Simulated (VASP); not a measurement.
# YN (km) (Fm-3m) in VASP: single point with PBEsol

Aim: the single point of YN (km) with PBEsol.

Everything below comes from runs of VASP 6.6.1. Logs are shortened: lines on timing, memory, paths and dates and some standing lists are left out, and cuts for length are marked.

## Step 1: The cell of the first run

It takes space group Fm-3m (No. 225, cubic). The conventional cell has a = 4.856 Å, b = 4.856 Å, c = 4.856 Å, α = 90.00°, β = 90.00°, γ = 90.00°. Within 3.2 Å of Y (site symmetry m-3m) lie 6 N at 2.43 Å. N (site symmetry m-3m) has 6 Y at 2.43 Å within 3.2 Å.

## Step 2: Single point, PBEsol

File INCAR:

```
SYSTEM = YN
  PREC = Accurate
  ENCUT = 600
  EDIFF = 1E-6
  ISMEAR = 0
  SIGMA = 0.01
  LREAL = .FALSE.
  LASPH = .TRUE.
  NELM = 120
  ALGO = Normal
  ISIF = 2
  LWAVE = .FALSE.
  LCHARG = .TRUE.
  GGA = PS
  LELF = .TRUE.
  LVHAR = .TRUE.
  NBANDS = 15
  GGA_COMPAT = .FALSE.
```

File KPOINTS:

```
regular mesh
0
G
  4 4 4
  0 0 0
```

File POSCAR:

```
YN
1.0
    0.0000000000      2.4282356513      2.4282356513
    2.4282356513      0.0000000000      2.4282356513
    2.4282356513      2.4282356513      0.0000000000
Y N
1 1
Direct
    0.0000000000      0.0000000000      0.0000000000
    0.5000000000      0.5000000000      0.5000000000
```

Potentials or basis: VASP PAW PBE potentials, release 64 (Y_sv, N).

Run with:

```console
> cat potpaw_PBE.64/Y_sv/POTCAR potpaw_PBE.64/N/POTCAR > POTCAR
> mpirun -np 1 vasp_std > vasp.out
```

OUTCAR:

```text
SYSTEM = YN
   PREC = Accurate
   ENCUT = 600
   EDIFF = 1E-6
   ISMEAR = 0
   LREAL = .FALSE.
   LASPH = .TRUE.
   NELM = 120
   ISIF = 2
   GGA = PS

 ion  position               nearest neighbor table
   1  0.000  0.000  0.000-   2 2.43   2 2.43   2 2.43   2 2.43   2 2.43   2 2.43
   2  0.500  0.500  0.500-   1 2.43   1 2.43   1 2.43   1 2.43   1 2.43   1 2.43

  LATTYP: Found a face centered cubic cell.
 ALAT       =     4.8564713026

  Lattice vectors:

 A1 = (   0.0000000000,   2.4282356513,   2.4282356513)
 A2 = (   2.4282356513,   0.0000000000,   2.4282356513)
 A3 = (   2.4282356513,   2.4282356513,   0.0000000000)

Analysis of symmetry for initial positions (statically):
=====================================================================
 Subroutine PRICEL returns:
 Original cell was already a primitive cell.

 Routine SETGRP: Setting up the symmetry group for a
 face centered cubic supercell.

 Subroutine GETGRP returns: Found 48 space group operations
 (whereof 48 operations were pure point group operations)
 out of a pool of 48 trial point group operations.

The static configuration has the point symmetry O_h .

Analysis of symmetry for dynamics (positions and initial velocities):
=====================================================================
 Subroutine PRICEL returns:
 Original cell was already a primitive cell.

 Routine SETGRP: Setting up the symmetry group for a
 face centered cubic supercell.

 Subroutine GETGRP returns: Found 48 space group operations
 (whereof 48 operations were pure point group operations)
 out of a pool of 48 trial point group operations.

The dynamic configuration has the point symmetry O_h .

 Subroutine INISYM returns: Found 48 space group operations
 (whereof 48 operations are pure point group operations),
 and found     1 'primitive' translations

----------------------------------------------------------------------------------------

                                     Primitive cell

  volume of cell :      28.6353

  direct lattice vectors                    reciprocal lattice vectors
     0.000000000  2.428235651  2.428235651    -0.205910822  0.205910822  0.205910822
     2.428235651  0.000000000  2.428235651     0.205910822 -0.205910822  0.205910822
     2.428235651  2.428235651  0.000000000     0.205910822  0.205910822 -0.205910822

  length of vectors
     3.434043791  3.434043791  3.434043791     0.356648006  0.356648006  0.356648006

  position of ions in fractional coordinates (direct lattice)
     0.000000000  0.000000000  0.000000000
     0.500000000  0.500000000  0.500000000

  ion indices of the primitive-cell ions
   primitive index   ion index
                 1           1
                 2           2

----------------------------------------------------------------------------------------

 KPOINTS: regular mesh

Automatic generation of k-mesh.
 Grid dimensions read from file:
 generate k-points for:    4    4    4

 Generating k-lattice:

  Cartesian coordinates                     Fractional coordinates (reciprocal lattice)
    -0.051477706  0.051477706  0.051477706     0.250000000  0.000000000  0.000000000
     0.051477706 -0.051477706  0.051477706     0.000000000  0.250000000  0.000000000
     0.051477706  0.051477706 -0.051477706     0.000000000  0.000000000  0.250000000

  Length of vectors
     0.089162002  0.089162002  0.089162002

  Shift w.r.t. Gamma in fractional coordinates (k-lattice)
     0.000000000  0.000000000  0.000000000

 Subroutine IBZKPT returns following result:
 ===========================================

 Found      8 irreducible k-points:

 Following reciprocal coordinates:
            Coordinates               Weight
  0.000000  0.000000  0.000000      1.000000
  0.250000  0.000000  0.000000      8.000000
  0.500000  0.000000  0.000000      4.000000
  0.250000  0.250000  0.000000      6.000000
  0.500000  0.250000  0.000000     24.000000
 -0.250000  0.250000  0.000000     12.000000
  0.500000  0.500000  0.000000      3.000000
 -0.250000  0.500000  0.250000      6.000000
   k-points           NKPTS =      8   k-points in BZ     NKDIM =      8   number of bands    NBANDS=     15
   number of dos      NEDOS =    301   number of ions     NIONS =      2
   total plane-waves  NPLWV =  21952
   dimension x,y,z NGX =    28 NGY =   28 NGZ =   28
   dimension x,y,z NGXF=    56 NGYF=   56 NGZF=   56
   ions per type =               1   1
   NGX,Y,Z   is equivalent  to a cutoff of  13.56, 13.56, 13.56 a.u.
   NGXF,Y,Z  is equivalent  to a cutoff of  27.11, 27.11, 27.11 a.u.
 SYSTEM =  YN
   PREC   = accura    normal or accurate (medium, high low for compatibility)
   ISTART =      0    job   : 0-new  1-cont  2-samecut
   ICHARG =      2    charge: 1-file 2-atom 10-const
   ISPIN  =      1    spin polarized calculation?
   LNONCOLLINEAR =      F non collinear calculations
   LSORBIT =      F    spin-orbit coupling
   LASPH  =      T    aspherical Exc in radial PAW
   ENCUT  =  600.0 eV  44.10 Ry    6.64 a.u.   6.86  6.86  6.86*2*pi/ulx,y,z
   NELM   =    120;   NELMIN=  2; NELMDL= -5     # of ELM steps
   EDIFF  = 0.1E-05   stopping-criterion for ELM
   LREAL  =      F    real-space projection
   EDIFFG = 0.1E-04   stopping-criterion for IOM
   NSW    =      0    number of steps for IOM
   IBRION =     -1    ionic relax: 0-MD 1-quasi-New 2-CG
   NFREE  =      0    steps in history (QN), initial steepest desc. (CG)
   ISIF   =      2    stress and relaxation
   ISYM   =      2    0-nonsym 1-usesym 2-fastsym
   POTIM  = 0.5000    time-step for ionic-motion
   TEBEG  =    0.0;   TEEND  =   0.0 temperature during run
   PSTRESS=    0.0 pullay stress
   NELECT =      16.0000    total number of electrons
   NUPDOWN=      -1.0000    fix difference up-down
   EMIN   =  10.00;   EMAX   =-10.00  energy-range for DOS
   EFERMI =   0.00;   METHOD = LEGACY
   ISMEAR =     0;   SIGMA  =   0.01  broadening in eV -4-tet -1-fermi 0-gaus
   EFERMI_NEDOS =   21; number of points for ismear=-14 and -15
   IALGO  =     38    algorithm
   IMIX   =      4    mixing-type and parameters
     AMIX     =   0.40;   BMIX     =  1.00
     AMIX_MAG =   1.60;   BMIX_MAG =  1.00
  volume/ion in A,a.u.               =      14.32        96.62
  Fermi-wavevector in a.u.,A,eV,Ry     =   1.348385  2.548079 24.737335  1.818143
  Thomas-Fermi vector in A             =   2.476058
   LORBIT       =      0    0 simple, 1 ext, 2 COOP (PROOUT), +10 PAW based schemes
   GGA     = PS    functional components
   LHFCALC =     F    Hartree Fock is set to
   AEXX    =    0.0000 exact exchange contribution
   IVDW    =     0    specifies the selected vdW correction
   LEPSILON=     F    determine dielectric tensor
   LRPA    =     F    only Hartree local field effects (RPA)
 non-spin polarized calculation
 Gauss-broadening in eV      SIGMA  =   0.01
  energy-cutoff  :      600.00
  volume of cell :       28.64
 maximum number of plane-waves:       982
   NGX = 13   NGY = 13   NGZ = 13

 number of electron      16.0000001 magnetization

 Free energy of the ion-electron system (eV)
  ---------------------------------------------------
  ext. energy  EPLUGINS =         0.00000000
  ---------------------------------------------------
  free energy    TOTEN  =       -19.06617858 eV

  energy without entropy =      -19.06584458  energy(sigma->0) =      -19.06601158

 E-fermi :   4.1883     XC(G=0): -11.5374

 val. band max:        4.1815030414   @ k =   0.0000   0.0000   0.0000
 cond. band min:       4.1950629909   @ k =   0.5000   0.5000   0.0000
 fundamental gap:      0.0135599495
 Fermi energy:         4.1882827936

 k-point     1 :       0.0000    0.0000    0.0000
  band No.  band energies     occupation
      1     -36.4955      2.00000
      2     -16.1449      2.00000
      3     -16.1449      2.00000
      4     -16.1449      2.00000
      5      -8.7425      2.00000
      6       4.1815      1.66239
      7       4.1815      1.66239
      8       4.1815      1.66234
      9       7.2441      0.00000
     10       7.2441      0.00000
     11       7.2441      0.00000
     12       8.4037      0.00000
     13       9.3036      0.00000
     14       9.3036      0.00000
     15      14.8873      0.00000

 k-point     2 :       0.2500    0.0000    0.0000
  band No.  band energies     occupation
      1     -36.4293      2.00000
      2     -16.8096      2.00000
      3     -16.1906      2.00000
      4     -16.1906      2.00000
      5      -7.7834      2.00000
      6       1.6663      2.00000
      7       2.7501      2.00000
      8       2.7501      2.00000
      9       7.7929      0.00000
     10       8.6308      0.00000
     11       8.6308      0.00000
     12      10.8241      0.00000
     13      11.8312      0.00000
     14      11.8312      0.00000
     15      17.9187      0.00000

 k-point     3 :       0.5000    0.0000    0.0000
  band No.  band energies     occupation
      1     -36.3620      2.00000
      2     -17.3751      2.00000
      3     -16.2355      2.00000
      4     -16.2355      2.00000
      5      -6.8375      2.00000
      6      -0.0437      2.00000
      7       1.8427      2.00000
      8       1.8427      2.00000
      9       9.9354      0.00000
     10      10.6158      0.00000
     11      10.6158      0.00000
     12      10.8889      0.00000
     13      14.5788      0.00000
     14      14.5788      0.00000
     15      17.8876      0.00000

 k-point     4 :       0.2500    0.2500    0.0000
  band No.  band energies     occupation
      1     -36.4079      2.00000
      2     -16.7220      2.00000
      3     -16.3244      2.00000
      4     -16.3244      2.00000
      5      -7.9491      2.00000
      6       1.4730      2.00000
      7       3.6661      2.00000
      8       3.6661      2.00000
      9       5.3771      0.00000
     10       9.7899      0.00000
     11      10.0985      0.00000
     12      10.1158      0.00000
     13      10.1158      0.00000
     14      14.0526      0.00000
     15      19.2461      0.00000

 k-point     5 :       0.5000    0.2500    0.0000
  band No.  band energies     occupation
      1     -36.3412      2.00000
      2     -17.0869      2.00000
      3     -16.5374      2.00000
      4     -16.3702      2.00000
      5      -7.5846      2.00000
      6       1.3917      2.00000
      7       2.3626      2.00000
      8       2.7249      2.00000
      9       6.7431      0.00000
     10      10.6039      0.00000
     11      11.2799      0.00000
     12      12.3007      0.00000
     13      12.7638      0.00000
     14      15.0500      0.00000
     15      16.7021      0.00000

 k-point     6 :      -0.2500    0.2500    0.0000
  band No.  band energies     occupation
      1     -36.3630      2.00000
      2     -17.0336      2.00000
      3     -16.5631      2.00000
      4     -16.2380      2.00000
      5      -7.3326      2.00000
      6       0.8178      2.00000
      7       2.0793      2.00000
      8       2.6788      2.00000
      9       8.5899      0.00000
     10       9.3855      0.00000
     11       9.9205      0.00000
     12      11.0942      0.00000
     13      14.1762      0.00000
     14      14.4828      0.00000
     15      17.5937      0.00000

 k-point     7 :       0.5000    0.5000    0.0000
  band No.  band energies     occupation
      1     -36.3201      2.00000
      2     -17.0711      2.00000
      3     -16.5002      2.00000
      4     -16.5002      2.00000
      5      -8.2966      2.00000
      6       2.6938      2.00000
      7       3.8026      2.00000
      8       3.8026      2.00000
      9       4.1951      0.33763
     10      11.1106      0.00000
     11      11.5735      0.00000
     12      12.2194      0.00000
     13      12.2194      0.00000
     14      14.5072      0.00000
     15      15.6262      0.00000

 k-point     8 :      -0.2500    0.5000    0.2500
  band No.  band energies     occupation
      1     -36.3193      2.00000
      2     -16.7931      2.00000
      3     -16.7931      2.00000
      4     -16.5965      2.00000
      5      -7.7559      2.00000
      6       1.9519      2.00000
      7       2.6114      2.00000
      8       2.6114      2.00000
      9       8.1538      0.00000
     10       8.1538      0.00000
     11      11.6393      0.00000
     12      12.2328      0.00000
     13      13.1429      0.00000
     14      16.6527      0.00000
     15      17.7286      0.00000

------------------------ aborting loop because EDIFF is reached ----------------------------------------

  FORCE on cell =-STRESS in cart. coord.  units (eV):
  Direction    XX          YY          ZZ          XY          YZ          ZX
  --------------------------------------------------------------------------------------
  -------------------------------------------------------------------------------------
  Total        0.0689608      0.0689608      0.0689608      0.0000000      0.0000000      0.0000000
  in kB        3.8584276      3.8584276      3.8584276      0.0000000      0.0000000      0.0000000
  external PRESSURE =       3.8584276 kB  Pullay stress =       0.0000000 kB

 VOLUME and BASIS-vectors are now :
 -----------------------------------------------------------------------------
  energy-cutoff  :      600.00
  volume of cell :       28.64
      direct lattice vectors                 reciprocal lattice vectors
     0.000000000  2.428235651  2.428235651    -0.205910822  0.205910822  0.205910822
     2.428235651  0.000000000  2.428235651     0.205910822 -0.205910822  0.205910822
     2.428235651  2.428235651  0.000000000     0.205910822  0.205910822 -0.205910822

 POSITION                                       TOTAL-FORCE (eV/Angst)
 -----------------------------------------------------------------------------------
      0.00000      0.00000      0.00000         0.000000      0.000000      0.000000
      2.42824      2.42824      2.42824         0.000000      0.000000     -0.000000
 -----------------------------------------------------------------------------------
    total drift:                                0.000000      0.000000      0.000000

  FREE ENERGIE OF THE ION-ELECTRON SYSTEM (eV)
  ---------------------------------------------------
  free  energy   TOTEN  =       -19.0661785770 eV

  energy  without entropy=      -19.0658445769  energy(sigma->0) =      -19.06601158
```

Run time: 20 s. Hardware: 1 thread of Intel Xeon 8259CL, shared host; peak memory 0.17 GiB.

What came out:

- Free energy: -19.0662 eV
- Pressure: 0.4 GPa
- Band gap on the k mesh: 0.01 eV, indirect (least direct gap 0.39 eV)

Caveat: the k points lie up to 0.56 Å⁻¹ apart; the PAW data sets were made with another functional, which shifts forces and pressure a little.
